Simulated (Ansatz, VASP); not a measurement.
## Two plane-wave programs on AgCl

File INCAR:

```
SYSTEM = AgCl
  PREC = Accurate
  ENCUT = 520
  EDIFF = 1E-7
  ISMEAR = -1
  SIGMA = 0.02
  LREAL = .False.
  LASPH = .True.
  NELM = 100
  ALGO = Normal
  ISIF = 2
  LWAVE = .False.
  LCHARG = .False.
  GGA = PE
  NBANDS = 16
```

File KPOINTS:

```
regular mesh
0
Gamma
  8 8 8
  0 0 0
```

POSCAR

```
AgCl
1.0
    3.3955880419     -0.0419355123      0.0000000000
   -0.0419355123      3.3955880419      0.0000000000
    0.0000000000      0.0000000000      3.3955880419
Ag Cl
1 1
Direct
    0.0000000000      0.0000000000      0.0000000000
    0.5000000000      0.5000000000      0.5000000000
```

Input for Ansatz:

```yaml
crystal:
  lattice:
    - [3.3955880419, -0.0419355123, 0.0]
    - [-0.0419355123, 3.3955880419, 0.0]
    - [0.0, 0.0, 3.3955880419]
  atoms:
    - { symbol: Ag, position: [0.0, 0.0, 0.0] }
    - { symbol: Cl, position: [0.5, 0.5, 0.5] }
kpoints:
  mp_grid: { grid: [8, 8, 8] }
  band_path:
    path:
      - [0.0, 0.0, 0.0]
      - [0.0, 0.5, 0.0]
      - [0.5, 0.5, 0.0]
      - [0.5, 0.5, 0.5]
      - [0.0, 0.0, 0.5]
    npoints: 1
hamiltonian:
  xc: pbe
scf:
  occupations: { method: fermi_dirac, width: 0.02 }
  n_extra_bands: 4
output:
  forces: true
  stress: true
  eigenvalues: true
```

Change from the starting cell: shear_xy strain -2.5%.

Alike in both runs: task single point; functional PBE; k mesh 8 × 8 × 8; occupations fermi-dirac, width 0.02 eV; no spin polarisation.

```csv
,VASP,Ansatz
version,VASP 6.6.1,Ansatz 0.2.0
potentials or method,"VASP PAW PBE potentials, release 64 (Ag, Cl)","plane waves, PAW"
plane-wave cutoff (eV),520,420
valence electrons in the cell,18,26
```

VASP gave:

```
pressure (GPa)                                                : 1.5
traceless stress, the component that is largest in VASP (GPa) : -0.27
```

Question: Estimate Ansatz's values.

Answer: Pressure (GPa): 1.6; traceless stress, the component that is largest in VASP (GPa): -0.27.

VASP's potentials hold 18 valence electrons a cell and Ansatz's 26, so a difference there can come from the potentials and not from the codes.
